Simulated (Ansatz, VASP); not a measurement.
**One calculation of KZnF3, two programs**

Contents of INCAR:

```
PREC = Accurate
ENCUT = 520
EDIFF = 1E-6
ISMEAR = 0
SIGMA = 0.05
LREAL = False
LASPH = True
NELM = 100
ALGO = Normal
ISIF = 2
LWAVE = False
LCHARG = False
GGA = CA
NBANDS = 29
```

The input KPOINTS:

```
Automatic mesh
0
Gamma
  6 6 6
```

POSCAR

```
KZnF3
1.0
    4.0500000000      0.0000000000      0.0000000000
    0.0000000000      4.0500000000      0.0000000000
    0.0000000000      0.0000000000      4.0500000000
K Zn F
1 1 3
Direct
    0.0000000000      0.0000000000      0.0000000000
    0.5000000000      0.5000000000      0.5000000000
    0.5000000000      0.5000000000     -0.0370370370
    0.0000000000      0.5000000000      0.5000000000
    0.5000000000      0.0000000000      0.5000000000
```

Input for Ansatz:

```yaml
crystal:
  lattice:
    - [4.05, 0.0, 0.0]
    - [0.0, 4.05, 0.0]
    - [0.0, 0.0, 4.05]
  atoms:
    - { symbol: K, position: [0.0, 0.0, 0.0] }
    - { symbol: Zn, position: [0.5, 0.5, 0.5] }
    - { symbol: F, position: [0.5, 0.5, -0.037037037] }
    - { symbol: F, position: [0.0, 0.5, 0.5] }
    - { symbol: F, position: [0.5, 0.0, 0.5] }
basis:
  ecutwfc: 420
kpoints:
  mp_grid: { grid: [6, 6, 6] }
hamiltonian:
  xc: lda
scf:
  occupations: { method: gaussian, width: 0.05 }
output:
  forces: true
  stress: true
  eigenvalues: true
```

Alike in both runs: task single point; functional LDA; k mesh 6 × 6 × 6; occupations gaussian, width 0.05 eV; no spin polarisation.

|  | VASP | Ansatz |
| --- | --- | --- |
| version | VASP 6.6.1 | Ansatz 0.2.0 |
| potentials or method | VASP PAW LDA potentials, release 64 (K_sv, Zn, F), cutoff 520 eV | scalar-relativistic, plane waves, PAW |
| valence electrons in the cell | 42 | 42 |

|  | VASP | Ansatz | Ansatz less VASP |
| --- | --- | --- | --- |
| gap on the k mesh at the Fermi level (eV) | 3.53 | 3.57 | +0.041 |
| least direct gap on the mesh (eV) | 5.35 | 5.37 | +0.028 |
| pressure (GPa) | -3.0 | -3.5 | -0.51 |
| traceless stress, the component that is largest in VASP (GPa) | 1.92 | 1.82 | -0.103 |
| rms of the force components (eV/Å) | 0.528 | 0.489 | -0.0384 |

LDA's correlation is that of Perdew and Zunger in VASP and of Perdew and Wang (1992) in Ansatz. Atom by atom the forces differ by 0.040 eV/Å (rms over components).
